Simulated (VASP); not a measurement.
# Na3Al (Fm-3m) in VASP: a series of runs, part 2 of 2

VASP 6.6.1.

## Step 4: Single point, PBE

This run uses another cell than the first one, of 28.72 Å³/atom, 1.041 times its volume.

Contents of INCAR:

```
SYSTEM = Na3Al
  PREC = Accurate
  ENCUT = 520
  EDIFF = 1E-6
  ISMEAR = -1
  SIGMA = 0.05
  LREAL = .FALSE.
  LASPH = .TRUE.
  NELM = 60
  ALGO = Fast
  ISIF = 2
  LWAVE = .FALSE.
  LCHARG = .FALSE.
  GGA = PE
  NBANDS = 20
```

Contents of KPOINTS:

```
Automatic mesh
0
G
  6 6 6
  0 0 0
```

Contents of POSCAR:

```
Na3Al
1.0
    0.0000000000      3.8583888722      3.8583888722
    3.8583888722      0.0000000000      3.8583888722
    3.8583888722      3.8583888722      0.0000000000
Al Na
1 3
Direct
    0.0000000000      0.0000000000      0.0000000000
    0.5000000000      0.5000000000      0.5000000000
    0.7500000000      0.7500000000      0.7500000000
    0.2500000000      0.2500000000      0.2500000000
```

Potentials or basis: VASP PAW PBE potentials, release 64 (Al, Na_pv).

On the command line:

```console
> cat potpaw_PBE.64/Al/POTCAR potpaw_PBE.64/Na_pv/POTCAR > POTCAR
> mpirun -np 1 vasp_std > vasp.out
```

OUTCAR:

```text
SYSTEM = Na3Al
   PREC = Accurate
   ENCUT = 520
   EDIFF = 1E-6
   ISMEAR = -1
   LREAL = .FALSE.
   LASPH = .TRUE.
   NELM = 60
   ISIF = 2
   GGA = PE

 ion  position               nearest neighbor table
   1  0.000  0.000  0.000-
   2  0.500  0.500  0.500-
   3  0.750  0.750  0.750-
   4  0.250  0.250  0.250-

  LATTYP: Found a face centered cubic cell.
 ALAT       =     7.7167777444
[... 553 lines left out ...]

  FORCE on cell =-STRESS in cart. coord.  units (eV):
  Direction    XX          YY          ZZ          XY          YZ          ZX
  --------------------------------------------------------------------------------------
  -------------------------------------------------------------------------------------
  Total       -0.0913168     -0.0913168     -0.0913168     -0.0000000     -0.0000000     -0.0000000
  in kB       -1.2735421     -1.2735421     -1.2735421     -0.0000000     -0.0000000     -0.0000000
  external PRESSURE =      -1.2735421 kB  Pullay stress =       0.0000000 kB

 VOLUME and BASIS-vectors are now :
 -----------------------------------------------------------------------------
  energy-cutoff  :      520.00
  volume of cell :      114.88
      direct lattice vectors                 reciprocal lattice vectors
     0.000000000  3.858388872  3.858388872    -0.129587767  0.129587767  0.129587767
     3.858388872  0.000000000  3.858388872     0.129587767 -0.129587767  0.129587767
     3.858388872  3.858388872  0.000000000     0.129587767  0.129587767 -0.129587767

 POSITION                                       TOTAL-FORCE (eV/Angst)
 -----------------------------------------------------------------------------------
      0.00000      0.00000      0.00000        -0.000000     -0.000000     -0.000000
      3.85839      3.85839      3.85839        -0.000000     -0.000000     -0.000000
      5.78758      5.78758      5.78758         0.000000      0.000000     -0.000000
      1.92919      1.92919      1.92919        -0.000000     -0.000000      0.000000
 -----------------------------------------------------------------------------------
    total drift:                               -0.000000     -0.000000      0.000000

  FREE ENERGIE OF THE ION-ELECTRON SYSTEM (eV)
  ---------------------------------------------------
  free  energy   TOTEN  =        -6.9975862126 eV

  energy  without entropy=       -6.9714991227  energy(sigma->0) =       -6.98454267
```

OSZICAR:

```text
N       E                     dE             d eps       ncg     rms          rms(c)
DAV:   1     0.178935876435E+03    0.17894E+03   -0.12240E+04   640   0.114E+03
DAV:   2     0.270637312378E+01   -0.17623E+03   -0.17346E+03   648   0.320E+02
DAV:   3    -0.686691356063E+01   -0.95733E+01   -0.95310E+01   760   0.898E+01
DAV:   4    -0.704702762690E+01   -0.18011E+00   -0.18003E+00   776   0.123E+01
DAV:   5    -0.705305409349E+01   -0.60265E-02   -0.60263E-02   824   0.206E+00    0.941E-01
RMM:   6    -0.701317304108E+01    0.39881E-01   -0.21151E-02   724   0.836E-01    0.592E-01
RMM:   7    -0.699810913512E+01    0.15064E-01   -0.28923E-02   790   0.697E-01    0.166E-01
RMM:   8    -0.699752081964E+01    0.58832E-03   -0.35646E-03   791   0.759E-01    0.444E-02
RMM:   9    -0.699755688243E+01   -0.36063E-04   -0.11837E-03   921   0.291E-01    0.234E-02
RMM:  10    -0.699757944530E+01   -0.22563E-04   -0.30965E-04   914   0.174E-01    0.177E-02
RMM:  11    -0.699758735873E+01   -0.79134E-05   -0.49963E-05   939   0.656E-02    0.703E-03
RMM:  12    -0.699758561905E+01    0.17397E-05   -0.13363E-05   883   0.511E-02    0.124E-03
RMM:  13    -0.699758621262E+01   -0.59357E-06   -0.67579E-06   567   0.232E-02
   1 F= -.69975862E+01 E0= -.69845427E+01  d E =-.260871E-01
```

stdout:

```text
POSCAR found type information on POSCAR AlNa
 POSCAR found :  2 types and       4 ions
 scaLAPACK will be used
 LDA part: xc-table for (Slater+PW92), standard interpolation
 POSCAR, INCAR and KPOINTS ok, starting setup
 FFT: planning ... GRIDC
 FFT: planning ... GRID_SOFT
 FFT: planning ... GRID
 WAVECAR not read
 entering main loop
```

Wall time 28 s (1 thread of AMD EPYC 9R14 (Zen 4), shared host); peak memory 0.22 GiB.

What came out:

| Item | Value |
| --- | --- |
| Free energy | -6.9976 eV |
| Pressure | -0.1 GPa |
| Band gap on the k mesh | zero (band 12 reaches 2.46 eV, above the bottom of band 13 at 0.56 eV) |

Levels at points of the mesh, in eV from the Fermi level:
| k point | band 8 | band 9 | band 10 | band 11 | band 12 | band 13 | band 14 | band 15 |
| --- | --- | --- | --- | --- | --- | --- | --- | --- |
| (0.00, 0.00, 0.00) | -24.29 | -24.29 | -5.38 | 1.08 | 1.08 | 1.08 | 1.49 | 3.22 |
| (0.50, 0.00, 0.00) | -24.30 | -24.30 | -4.46 | -2.25 | 0.71 | 0.71 | 1.89 | 2.71 |
| (0.50, 0.50, 0.00) | -24.29 | -24.29 | -4.17 | -1.80 | -0.17 | -0.17 | 0.49 | 1.74 |

## Step 5: Single point, PBE

This run uses another cell than the first one, of 29.28 Å³/atom, 1.061 times its volume.

Contents of INCAR:

```
PREC = Accurate ; ENCUT = 520
EDIFF = 1E-6 ; ISMEAR = -1
SIGMA = 0.05 ; LREAL = F
LASPH = T ; NELM = 80
ALGO = Normal ; ISIF = 2
LWAVE = F ; LCHARG = T
GGA = PE ; LELF = T
LVHAR = T ; NBANDS = 20
```

Contents of KPOINTS:

```
regular mesh
0
Gamma
  6 6 6
```

Contents of POSCAR:

```
Na3Al
1.0
    0.0000000000      3.8834440475      3.8834440475
    3.8834440475      0.0000000000      3.8834440475
    3.8834440475      3.8834440475      0.0000000000
Al Na
1 3
Direct
    0.0000000000      0.0000000000      0.0000000000
    0.5000000000      0.5000000000      0.5000000000
    0.7500000000      0.7500000000      0.7500000000
    0.2500000000      0.2500000000      0.2500000000
```

On the command line:

```console
> cat potpaw_PBE.64/Al/POTCAR potpaw_PBE.64/Na_pv/POTCAR > POTCAR
> mpirun -np 1 vasp_std > vasp.out
```

It took 26 s on 1 thread of AMD EPYC 9R14 (Zen 4), shared host; peak memory 0.22 GiB.

Results (log left out):

```
Free energy            : -6.9938 eV
Pressure               : -0.4 GPa
Band gap on the k mesh : zero (band 12 reaches 2.37 eV, above the bottom of band 13 at 0.50 eV)
```

Levels at points of the mesh, in eV from the Fermi level:
```tsv
k point	band 7	band 8	band 9	band 10	band 11	band 12	band 13	band 14	band 15	band 16
(0.00, 0.00, 0.00)	-24.31	-24.31	-24.31	-5.34	1.06	1.06	1.06	1.40	3.19	3.19
(0.50, 0.00, 0.00)	-24.32	-24.32	-24.32	-4.44	-2.22	0.70	0.70	1.83	2.68	2.68
(0.50, 0.50, 0.00)	-24.31	-24.31	-24.31	-4.16	-1.78	-0.17	-0.17	0.47	1.72	6.05
```

## Step 6: The runs side by side

```tsv
cell	gap on the mesh (eV)	pressure (GPa)
a = 5.384 Å, angles 60.0°, 4 atoms	none	0.5
a = 5.421 Å, angles 60.0°, 4 atoms	none	0.1
a = 5.457 Å, angles 60.0°, 4 atoms	none	-0.1
a = 5.492 Å, angles 60.0°, 4 atoms	none	-0.4
```

Alike in all rows: task single point; level PBE; potentials or basis VASP PAW PBE potentials, release 64 (Al, Na_pv); no spin polarisation; k mesh 6 × 6 × 6; cutoff (eV) 520; smearing fermi-dirac 0.05 eV.

Total energies depend on the potentials used, so only differences within one code and one set of settings carry meaning.
